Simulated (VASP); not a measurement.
Wanted: the native input for a VASP 6.6.1 run.

- Task: single point
- Functional: PBE
- Potentials or basis: VASP PAW PBE potentials, release 64 (Si, C)
- Cutoff: 520 eV
- k mesh: 16 × 16 × 9
- Occupations: fermi-dirac, width 0.02 eV
- Spin: no spin polarisation
- Dipole correction: no
- Further INCAR settings: ALGO = Normal; EDIFF = 1e-07; NBANDS = 16

The structure of SiC (Moissanite) lies in POSCAR:

```
SiC
1.0
    3.0963714546      0.0000000000      0.0000000000
   -1.5481857273      2.6815363392      0.0000000000
    0.0000000000      0.0000000000      5.0814314379
Si C
2 2
Direct
    0.3333333333      0.6666666667      0.0044955126
    0.6666666667      0.3333333333      0.5044955126
    0.3333333333      0.6666666667      0.3805044874
    0.6666666667      0.3333333333      0.8805044874
```

This cell differs from its parent crystal: volume scaled by 1.02, then relaxed in part.

The input as run:

INCAR

```
SYSTEM = SiC
PREC = Accurate
ENCUT = 520
EDIFF = 1E-7
ISMEAR = -1
SIGMA = 0.02
LREAL = .FALSE.
LASPH = .TRUE.
NELM = 80
ALGO = Normal
ISIF = 2
LWAVE = .FALSE.
LCHARG = .FALSE.
GGA = PE
NBANDS = 16
```

KPOINTS

```
regular mesh
0
G
  16 16 9
  0 0 0
```

Potentials or basis: VASP PAW PBE potentials, release 64 (Si, C).

Command:

```console
$ cat potpaw_PBE.64/Si/POTCAR potpaw_PBE.64/C/POTCAR > POTCAR
$ mpirun -np 1 vasp_std > vasp.out
```

It gave:

```
Pressure               : -0.9 GPa
Largest force          : 0.014 eV/Å
Band gap on the k mesh : 2.38 eV, indirect (least direct gap 3.93 eV)
```

Run time: 55 s on 1 thread of AMD EPYC 9R45 96-Core Processor (Zen 5) (shared host), peak memory 0.18 GiB.
